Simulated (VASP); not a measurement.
# Sb (Im-3m) in VASP: a series of runs

Sb is run at these levels: PBE0, HSE06; tasks: single point.

All numbers are computed with VASP 6.6.1; they aren't measurements. Logs are shortened: lines on timing, memory, paths and dates and some standing lists are left out, and cuts for length are marked.

### 1 The cell of the first run

Symmetry: Im-3m, No. 229, cubic system. Conventional cell: a = 3.767 Å, b = 3.767 Å, c = 3.767 Å, α = 90.00°, β = 90.00°, γ = 90.00°. Sb (site symmetry m-3m) has 14 Sb at 3.26 to 3.77 Å within 4.3 Å.

### 2 Single point, PBE0

POSCAR reads:

```
Sb
1.0
   -1.8837342335      1.8837342335      1.8837342335
    1.8837342335     -1.8837342335      1.8837342335
    1.8837342335      1.8837342335     -1.8837342335
Sb
1
Direct
    0.0000000000      0.0000000000      0.0000000000
```

INCAR.step1 reads:

```
SYSTEM = Sb
PREC = Accurate
ENCUT = 520
EDIFF = 1E-5
ISMEAR = -1
SIGMA = 0.05
LREAL = .False.
LASPH = .True.
NELM = 100
ALGO = Normal
ISIF = 2
LWAVE = .True.
LCHARG = .False.
NBANDS = 8
GGA = PE
```

INCAR.step2 reads:

```
SYSTEM = Sb
PREC = Accurate
ENCUT = 520
EDIFF = 1E-7
ISMEAR = -1
SIGMA = 0.05
LREAL = .False.
LASPH = .True.
NELM = 100
ALGO = Normal
ISIF = 2
LWAVE = .False.
LCHARG = .False.
GGA = PE
LHFCALC = .True.
AEXX = 0.25
PRECFOCK = Normal
NBANDS = 8
ISTART = 1
```

KPOINTS reads:

```
regular mesh
0
Gamma
  6 6 6
  0 0 0
```

Potentials or basis: VASP PAW PBE potentials, release 64 (Sb).

Command:

```console
$ cat potpaw_PBE.64/Sb/POTCAR > POTCAR
$ cp INCAR.step1 INCAR
$ mpirun -np 1 vasp_std > vasp.out
$ cp INCAR.step2 INCAR
$ mpirun -np 1 vasp_std > vasp.out
```

OUTCAR:

```text
SYSTEM = Sb
   PREC = Accurate
   ENCUT = 520
   EDIFF = 1E-7
   ISMEAR = -1
   LREAL = .False.
   LASPH = .True.
   NELM = 100
   ISIF = 2
   GGA = PE
   LHFCALC = .True.
   AEXX = 0.25
   PRECFOCK = Normal
   ISTART = 1

 ion  position               nearest neighbor table
   1  0.000  0.000  0.000-

  LATTYP: Found a body centered cubic cell.
 ALAT       =     3.7674684670

  Lattice vectors:

 A1 = (  -1.8837342335,   1.8837342335,   1.8837342335)
 A2 = (   1.8837342335,  -1.8837342335,   1.8837342335)
 A3 = (   1.8837342335,   1.8837342335,  -1.8837342335)

Analysis of symmetry for initial positions (statically):
=====================================================================
 Subroutine PRICEL returns:
 Original cell was already a primitive cell.

 Routine SETGRP: Setting up the symmetry group for a
 body centered cubic supercell.

 Subroutine GETGRP returns: Found 48 space group operations
 (whereof 48 operations were pure point group operations)
 out of a pool of 48 trial point group operations.

The static configuration has the point symmetry O_h .

Analysis of symmetry for dynamics (positions and initial velocities):
=====================================================================
 Subroutine PRICEL returns:
 Original cell was already a primitive cell.

 Routine SETGRP: Setting up the symmetry group for a
 body centered cubic supercell.

 Subroutine GETGRP returns: Found 48 space group operations
 (whereof 48 operations were pure point group operations)
 out of a pool of 48 trial point group operations.

The dynamic configuration has the point symmetry O_h .

 Subroutine INISYM returns: Found 48 space group operations
 (whereof 48 operations are pure point group operations),
 and found     1 'primitive' translations

----------------------------------------------------------------------------------------

                                     Primitive cell

  volume of cell :      26.7374

  direct lattice vectors                    reciprocal lattice vectors
    -1.883734234  1.883734234  1.883734234     0.000000000  0.265430224  0.265430224
     1.883734234 -1.883734234  1.883734234     0.265430224  0.000000000  0.265430224
     1.883734234  1.883734234 -1.883734234     0.265430224  0.265430224  0.000000000

  length of vectors
     3.262723400  3.262723400  3.262723400     0.375375023  0.375375023  0.375375023

  position of ions in fractional coordinates (direct lattice)
     0.000000000  0.000000000  0.000000000

  ion indices of the primitive-cell ions
   primitive index   ion index
                 1           1

----------------------------------------------------------------------------------------

 KPOINTS: regular mesh

Automatic generation of k-mesh.
 Grid dimensions read from file:
 generate k-points for:    6    6    6

 Generating k-lattice:

  Cartesian coordinates                     Fractional coordinates (reciprocal lattice)
     0.000000000  0.044238371  0.044238371     0.166666667  0.000000000  0.000000000
     0.044238371  0.000000000  0.044238371     0.000000000  0.166666667  0.000000000
     0.044238371  0.044238371  0.000000000     0.000000000  0.000000000  0.166666667

  Length of vectors
     0.062562504  0.062562504  0.062562504

  Shift w.r.t. Gamma in fractional coordinates (k-lattice)
     0.000000000  0.000000000  0.000000000

 Subroutine IBZKPT returns following result:
 ===========================================

 Found     16 irreducible k-points:

 Following reciprocal coordinates:
            Coordinates               Weight
  0.000000  0.000000  0.000000      1.000000
  0.166667  0.000000  0.000000     12.000000
  0.333333  0.000000  0.000000     12.000000
  0.500000  0.000000  0.000000      6.000000
  0.166667  0.166667  0.000000     24.000000
  0.333333  0.166667 -0.000000     48.000000
  0.333333  0.333333  0.000000      8.000000
  0.166667  0.166667  0.166667      8.000000
  0.333333  0.166667  0.166667     12.000000
 -0.166667  0.166667  0.166667      6.000000
 -0.333333  0.333333  0.166667     24.000000
  0.500000  0.500000  0.166667     12.000000
 -0.333333  0.500000  0.166667     24.000000
 -0.333333  0.333333  0.333333      6.000000
  0.500000  0.500000  0.333333     12.000000
  0.500000  0.500000  0.500000      1.000000
   k-points           NKPTS =     16   k-points in BZ     NKDIM =    216   number of bands    NBANDS=      8
   number of dos      NEDOS =    301   number of ions     NIONS =      1
   total plane-waves  NPLWV =  13824
   dimension x,y,z NGX =    24 NGY =   24 NGZ =   24
   dimension x,y,z NGXF=    48 NGYF=   48 NGZF=   48
   ions per type =               1
   NGX,Y,Z   is equivalent  to a cutoff of  12.23, 12.23, 12.23 a.u.
   NGXF,Y,Z  is equivalent  to a cutoff of  24.46, 24.46, 24.46 a.u.
 SYSTEM =  Sb
   PREC   = accura    normal or accurate (medium, high low for compatibility)
   ISTART =      1    job   : 0-new  1-cont  2-samecut
   ICHARG =      0    charge: 1-file 2-atom 10-const
   ISPIN  =      1    spin polarized calculation?
   LNONCOLLINEAR =      F non collinear calculations
   LSORBIT =      F    spin-orbit coupling
   LASPH  =      T    aspherical Exc in radial PAW
   ENCUT  =  520.0 eV  38.22 Ry    6.18 a.u.   6.07  6.07  6.07*2*pi/ulx,y,z
   NELM   =    100;   NELMIN=  2; NELMDL=  0     # of ELM steps
   EDIFF  = 0.1E-06   stopping-criterion for ELM
   LREAL  =      F    real-space projection
   EDIFFG = 0.1E-05   stopping-criterion for IOM
   NSW    =      0    number of steps for IOM
   IBRION =     -1    ionic relax: 0-MD 1-quasi-New 2-CG
   NFREE  =      0    steps in history (QN), initial steepest desc. (CG)
   ISIF   =      2    stress and relaxation
   ISYM   =      3    0-nonsym 1-usesym 2-fastsym
   POTIM  = 0.5000    time-step for ionic-motion
   TEBEG  =    0.0;   TEEND  =   0.0 temperature during run
   PSTRESS=    0.0 pullay stress
   NELECT =       5.0000    total number of electrons
   NUPDOWN=      -1.0000    fix difference up-down
   EMIN   =  10.00;   EMAX   =-10.00  energy-range for DOS
   EFERMI =   0.00;   METHOD = LEGACY
   ISMEAR =    -1;   SIGMA  =   0.05  broadening in eV -4-tet -1-fermi 0-gaus
   EFERMI_NEDOS =   21; number of points for ismear=-14 and -15
   IALGO  =     38    algorithm
   IMIX   =      1    mixing-type and parameters
     AMIX     =   0.40;   BMIX     =  1.00
     AMIX_MAG =   1.60;   BMIX_MAG =  1.00
  volume/ion in A,a.u.               =      26.74       180.43
  Fermi-wavevector in a.u.,A,eV,Ry     =   0.936178  1.769120 11.924550  0.876430
  Thomas-Fermi vector in A             =   2.063161
   LORBIT       =      0    0 simple, 1 ext, 2 COOP (PROOUT), +10 PAW based schemes
   GGA     = PE    functional components
   LHFCALC =     T    Hartree Fock is set to
   PRECFOCK=normal    Normal, Fast or Accurate (Low or Medium for compatibility)
   ENCUT4O =  -1.0   cutoff for four orbital integrals eV
   NKREDX  =     1    reduce k-point grid by
   NKREDY  =     1    reduce k-point grid by
   NKREDZ  =     1    reduce k-point grid by
   AEXX    =    0.2500 exact exchange contribution
   HFSCREEN=    0.0000 screening length (either q_TF or 0.3 A-1)
   HFSCREENC=   0.0000 screening length for correlation (either q_TF or 0.3 A-1)
   ENCUTFOCK=  -1.0 apply spherical cutoff to Coloumb kernel
   IVDW    =     0    specifies the selected vdW correction
   LEPSILON=     F    determine dielectric tensor
   LRPA    =     F    only Hartree local field effects (RPA)
 non-spin polarized calculation
  energy-cutoff  :      520.00
  volume of cell :       26.74
 maximum number of plane-waves:       736
  NGX = 20; NGY = 20; NGZ = 20

 number of electron       5.0000000 magnetization

 Free energy of the ion-electron system (eV)
  ---------------------------------------------------
  ext. energy  EPLUGINS =         0.00000000
  ---------------------------------------------------
  free energy    TOTEN  =        -5.23309835 eV

  energy without entropy =       -5.22785716  energy(sigma->0) =       -5.23047776

 E-fermi :   7.7294     XC(G=0):  -8.1188

 val. band max:        7.5937551493   @ k =   0.3333   0.1667  -0.0000
 cond. band min:       8.2087263542   @ k =   0.5000   0.5000   0.3333
 fundamental gap:      0.6149712048
 Fermi energy:         7.7294065849

 k-point     1 :       0.0000    0.0000    0.0000
  band No.  band energies     occupation
      1      -6.4199      2.00000
      2      15.0589      0.00000
      3      15.0589      0.00000
      4      15.0589      0.00000
      5      20.0256      0.00000
      6      20.0256      0.00000
      7      20.0256      0.00000
      8      21.5639      0.00000

 k-point     2 :       0.1667    0.0000    0.0000
  band No.  band energies     occupation
      1      -5.7762      2.00000
      2      11.1396      0.00000
      3      13.4013      0.00000
      4      14.5358      0.00000
      5      17.9906      0.00000
      6      18.1845      0.00000
      7      20.6615      0.00000
      8      21.3810      0.00000

 k-point     3 :       0.3333    0.0000    0.0000
  band No.  band energies     occupation
      1      -3.8904      2.00000
      2       5.0120      2.00000
      3      11.4102      0.00000
      4      13.5357      0.00000
      5      16.2821      0.00000
      6      16.7059      0.00000
      7      21.7602      0.00000
      8      22.7398      0.00000

 k-point     4 :       0.5000    0.0000    0.0000
  band No.  band energies     occupation
      1      -1.8189      2.00000
      2       1.5475      2.00000
      3      10.6515      0.00000
      4      13.0809      0.00000
      5      15.7249      0.00000
      6      16.1985      0.00000
      7      23.6973      0.00000
      8      24.7093      0.00000

 k-point     5 :       0.1667    0.1667    0.0000
  band No.  band energies     occupation
      1      -4.5056      2.00000
      2       7.2996      1.99963
      3      10.2333      0.00000
      4      12.9716      0.00000
      5      17.7377      0.00000
      6      18.6417      0.00000
      7      21.1248      0.00000
      8      22.2064      0.00000

 k-point     6 :       0.3333    0.1667   -0.0000
  band No.  band energies     occupation
      1      -2.2067      2.00000
      2       3.1379      2.00000
      3       7.5938      1.87558
      4      11.9702      0.00000
      5      17.1313      0.00000
      6      19.6088      0.00000
      7      21.3132      0.00000
      8      23.7082      0.00000

 k-point     7 :       0.3333    0.3333    0.0000
  band No.  band energies     occupation
      1      -0.8555      2.00000
      2       3.6966      2.00000
      3       3.6966      2.00000
      4      11.4395      0.00000
      5      18.5517      0.00000
      6      20.5533      0.00000
      7      20.5533      0.00000
      8      25.4721      0.00000

 k-point     8 :       0.1667    0.1667    0.1667
  band No.  band energies     occupation
      1      -2.7271      2.00000
      2       4.7145      2.00000
      3       8.5098      0.00000
      4       8.5098      0.00000
      5      21.3473      0.00000
      6      21.3473      0.00000
      7      23.5479      0.00000
      8      23.5483      0.00000

 k-point     9 :       0.3333    0.1667    0.1667
  band No.  band energies     occupation
      1      -1.0359      2.00000
      2       3.0291      2.00000
      3       5.9012      2.00000
      4       7.3741      1.99836
      5      21.9430      0.00000
      6      22.0288      0.00000
      7      25.1308      0.00000
      8      25.2799      0.00000

 k-point    10 :      -0.1667    0.1667    0.1667
  band No.  band energies     occupation
      1      -5.1342      2.00000
      2      10.9398      0.00000
      3      11.7115      0.00000
      4      11.7115      0.00000
      5      16.4341      0.00000
      6      20.4005      0.00000
      7      20.4005      0.00000
      8      20.8537      0.00000

 k-point    11 :      -0.3333    0.3333    0.1667
  band No.  band energies     occupation
      1      -3.2603      2.00000
      2       5.5742      2.00000
      3       9.7256      0.00000
      4      11.1712      0.00000
      5      16.0324      0.00000
      6      19.1757      0.00000
      7      19.8818      0.00000
      8      22.6809      0.00000

 k-point    12 :       0.5000    0.5000    0.1667
  band No.  band energies     occupation
      1      -1.2338      2.00000
      2       2.2245      2.00000
      3       8.9841      0.00000
      4      10.8828      0.00000
      5      17.2154      0.00000
      6      18.6740      0.00000
      7      19.5648      0.00000
      8      20.2146      0.00000

 k-point    13 :      -0.3333    0.5000    0.1667
  band No.  band energies     occupation
      1      -1.0946      2.00000
      2       3.9295      2.00000
      3       5.5884      2.00000
      4      11.6843      0.00000
      5      15.7503      0.00000
      6      18.1415      0.00000
      7      18.9625      0.00000
      8      24.1845      0.00000

 k-point    14 :      -0.3333    0.3333    0.3333
  band No.  band energies     occupation
      1      -1.4418      2.00000
      2       6.6930      2.00000
      3       7.2270      1.99991
      4       7.2270      1.99991
      5      13.1291      0.00000
      6      17.8009      0.00000
      7      23.3546      0.00000
      8      23.7048      0.00000

 k-point    15 :       0.5000    0.5000    0.3333
  band No.  band energies     occupation
      1       0.4349      2.00000
      2       4.1079      2.00000
      3       6.4824      2.00000
      4       8.2087      0.00014
      5      13.5808      0.00000
      6      14.6562      0.00000
      7      23.0590      0.00000
      8      24.1306      0.00000

 k-point    16 :       0.5000    0.5000    0.5000
  band No.  band energies     occupation
      1       2.0819      2.00000
      2       5.7411      2.00000
      3       5.7411      2.00000
      4       5.7411      2.00000
      5      12.0272      0.00000
      6      12.0272      0.00000
      7      27.0872      0.00000
      8      27.0872      0.00000

------------------------ aborting loop because EDIFF is reached ----------------------------------------

  FORCE on cell =-STRESS in cart. coord.  units (eV):
  Direction    XX          YY          ZZ          XY          YZ          ZX
  --------------------------------------------------------------------------------------
  -------------------------------------------------------------------------------------
  Total       -0.2805168     -0.2805168     -0.2805168      0.0000000     -0.0000000      0.0000000
  in kB      -16.8093344    -16.8093344    -16.8093344      0.0000000     -0.0000000      0.0000000
  external PRESSURE =     -16.8093344 kB  Pullay stress =       0.0000000 kB

 VOLUME and BASIS-vectors are now :
 -----------------------------------------------------------------------------
  energy-cutoff  :      520.00
  volume of cell :       26.74
      direct lattice vectors                 reciprocal lattice vectors
    -1.883734234  1.883734234  1.883734234     0.000000000  0.265430224  0.265430224
     1.883734234 -1.883734234  1.883734234     0.265430224  0.000000000  0.265430224
     1.883734234  1.883734234 -1.883734234     0.265430224  0.265430224  0.000000000

 POSITION                                       TOTAL-FORCE (eV/Angst)
 -----------------------------------------------------------------------------------
      0.00000      0.00000      0.00000         0.000000      0.000000     -0.000000
 -----------------------------------------------------------------------------------
    total drift:                               -0.000000     -0.000000     -0.000000

  FREE ENERGIE OF THE ION-ELECTRON SYSTEM (eV)
  ---------------------------------------------------
  free  energy   TOTEN  =        -5.2330983546 eV

  energy  without entropy=       -5.2278571594  energy(sigma->0) =       -5.23047776
```

Wall time 3.5 min (1 thread of Intel Xeon 6975P-C (Granite Rapids), shared host); peak memory 0.15 GiB.

Results:

| Quantity | Value |
| --- | --- |
| Free energy | -5.2331 eV |
| Pressure | -1.7 GPa |

Caveat: the k points lie up to 0.39 Å⁻¹ apart; the PAW data sets were made with another functional, which shifts forces and pressure a little; spin-orbit coupling is left out, which moves the levels of the heavy elements.

### 3 Single point, HSE06

This run uses another cell than the first one, of 27.26 Å³/atom, 1.020 times its volume.

POSCAR reads:

```
Sb
1.0
   -1.8959666167      1.8959666167      1.8959666167
    1.8959666167     -1.8959666167      1.8959666167
    1.8959666167      1.8959666167     -1.8959666167
Sb
1
Direct
    0.0000000000      0.0000000000      0.0000000000
```

INCAR.step1 reads:

```
SYSTEM = Sb
PREC = Accurate
ENCUT = 520
EDIFF = 1E-5
ISMEAR = -1
SIGMA = 0.05
LREAL = .FALSE.
LASPH = .TRUE.
NELM = 80
ALGO = Normal
ISIF = 2
LWAVE = .TRUE.
LCHARG = .FALSE.
NBANDS = 8
GGA = PE
```

INCAR.step2 reads:

```
SYSTEM = Sb
PREC = Accurate
ENCUT = 520
EDIFF = 1E-6
ISMEAR = -1
SIGMA = 0.05
LREAL = .FALSE.
LASPH = .TRUE.
NELM = 80
ALGO = Normal
ISIF = 2
LWAVE = .FALSE.
LCHARG = .FALSE.
GGA = PE
LHFCALC = .TRUE.
HFSCREEN = 0.2079
PRECFOCK = Normal
NBANDS = 8
ISTART = 1
```

KPOINTS reads:

```
regular mesh
0
G
  6 6 6
  0 0 0
```

Potentials or basis: VASP PAW PBE potentials, release 64 (Sb).

Command:

```console
$ cat potpaw_PBE.64/Sb/POTCAR > POTCAR
$ cp INCAR.step1 INCAR
$ mpirun -np 1 vasp_std > vasp.out
$ cp INCAR.step2 INCAR
$ mpirun -np 1 vasp_std > vasp.out
```

It took 2.9 min on 1 thread of Intel Xeon 6975P-C (Granite Rapids), shared host; peak memory 0.25 GiB.

The run converged. Its results:

| Property | Result |
| --- | --- |
| Free energy | -4.6858 eV |
| Pressure | -1.8 GPa |

Levels at points of the mesh, in eV from the Fermi level:
```csv
k point,band 1,band 2,band 3,band 4,band 5,band 6
"(0.00, 0.00, 0.00)",-13.75,6.56,6.56,6.56,11.64,11.64
"(0.50, 0.00, 0.00)",-9.28,-5.80,2.38,4.71,7.39,7.89
"(0.50, 0.50, 0.50)",-5.67,-1.83,-1.83,-1.83,3.79,3.79
```

Caveat: the k points lie up to 0.39 Å⁻¹ apart; the PAW data sets were made with another functional, which shifts forces and pressure a little; spin-orbit coupling is left out, which moves the levels of the heavy elements.
